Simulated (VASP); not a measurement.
Input of a VASP 6.6.1 run:

File INCAR:

```
SYSTEM = PbS
ALGO = Normal ; EDIFF = 1E-6
ENCUT = 520 ; GGA = PS
ISIF = 2 ; ISMEAR = -1
LASPH = .TRUE. ; LCHARG = .FALSE.
LREAL = .FALSE. ; LWAVE = .FALSE.
NBANDS = 17 ; NELM = 100
PREC = Accurate ; SIGMA = 0.1
```

Contents of KPOINTS:

```
k-points
0
G
  14 14 14
  0 0 0
```

Contents of POSCAR:

```
PbS
1.0
    0.0000000000      2.8281659027      2.8281659027
    2.8281659027      0.0000000000      2.8281659027
    2.8281659027      2.8281659027      0.0000000000
Pb S
1 1
Direct
    0.0000000000      0.0000000000      0.0000000000
    0.5000000000      0.5000000000      0.5000000000
```

Potentials or basis: VASP PAW PBE potentials, release 64 (Pb_d, S).

Command:

```bash
$ cat potpaw_PBE.64/Pb_d/POTCAR potpaw_PBE.64/S/POTCAR > POTCAR
$ mpirun -np 1 vasp_std > vasp.out
```

Q: Predict the band gap on the k mesh.

A: 0.35 eV (least direct gap 0.39 eV).

Q: Estimate the pressure.

A: 10.0 GPa.

Caveat: the cell stands under pressure; the PAW data sets were made with another functional, which shifts forces and pressure a little; spin-orbit coupling is left out, which moves the levels of the heavy elements. A k mesh can miss the band edges.
